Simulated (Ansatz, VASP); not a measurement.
One calculation of HClF2, two programs

File INCAR:

```
SYSTEM = HClF2
PREC = Accurate
ENCUT = 600
EDIFF = 1E-7
ISMEAR = 0
SIGMA = 0.1
LREAL = .False.
LASPH = .True.
NELM = 150
ALGO = Normal
ISIF = 3
LWAVE = .False.
LCHARG = .False.
ISPIN = 2
MAGMOM = 0 0 1 1
LORBIT = 11
GGA = PE
IVDW = 12
IBRION = 2
NSW = 90
EDIFFG = -0.04
```

Contents of KPOINTS:

```
Automatic mesh
0
Gamma
  4 4 4
  0 0 0
```

POSCAR

```
HClF2
1.0
    3.9947495500      0.0000000000      0.0000000000
    0.0000000000      3.9947495500      0.0000000000
    0.0000000000      0.0000000000      4.5808589600
H Cl F
1 1 2
Direct
    0.5000000000      0.5000000000      0.4081862600
    0.0000000000      0.0000000000      0.5956362800
    0.5000000000      0.0000000000      0.5367025900
    0.0000000000      0.5000000000      0.5367025900
```

Input for Ansatz:

```yaml
crystal:
  lattice:
    - [3.99474955, 0.0, 0.0]
    - [0.0, 3.99474955, 0.0]
    - [0.0, 0.0, 4.58085896]
  atoms:
    - { symbol: H, position: [0.5, 0.5, 0.40818626] }
    - { symbol: Cl, position: [0.0, 0.0, 0.59563628] }
    - { symbol: F, position: [0.5, 0.0, 0.53670259], spin: 1.0 }
    - { symbol: F, position: [0.0, 0.5, 0.53670259], spin: 1.0 }
basis:
  ecutwfc: 420
kpoints:
  mp_grid: { grid: [4, 4, 4] }
hamiltonian:
  xc: pbe
  dispersion: d3bj
scf:
  occupations: { method: gaussian, width: 0.1 }
  lower_state_search: "off"
output:
  forces: true
  stress: true
  eigenvalues: true
  populations: true
magnetization:
  spin_polarized: true
relax:
  adjacent_minimum: "off"
  f_tol: 0.04
  max_steps: 70
  cell: { stress_tol: 0.4 }
```

Alike in both runs: task relaxation of cell and atoms; functional PBE; dispersion D3(BJ); k mesh 4 × 4 × 4; occupations gaussian, width 0.1 eV; collinear spin.

|  | VASP | Ansatz |
| --- | --- | --- |
| version | VASP 6.6.1 | Ansatz 0.2.0 |
| potentials or method | VASP PAW PBE potentials, release 64 (H, Cl, F), cutoff 600 eV | scalar-relativistic, plane waves, PAW |
| valence electrons in the cell | 22 | 22 |

|  | VASP | Ansatz | Ansatz less VASP |
| --- | --- | --- | --- |
| gap on the k mesh at the Fermi level, each at its own relaxed structure (eV) | none | none | - |
| net moment per atom (μB) | 0.25 | 0.25 | 0.000 |
| size of the moment on the site where the two differ most (μB) | 0.24 | 0.42 | +0.178 |
| relaxed volume (Å³/atom) | 15.56 | 16.75 | +1.194 |
| relaxed length of the cell vector where the two differ most in proportion (Å) | 3.556 | 3.826 | +0.2696 |

Site moments also hang on the region over which each program counts them. A gap of «none» marks a metal or a gap that the smearing closes. One of these differences is far larger than is usual between the two programs; its cause wasn't traced.

The k mesh is coarse, so the values compare programs but aren't converged.
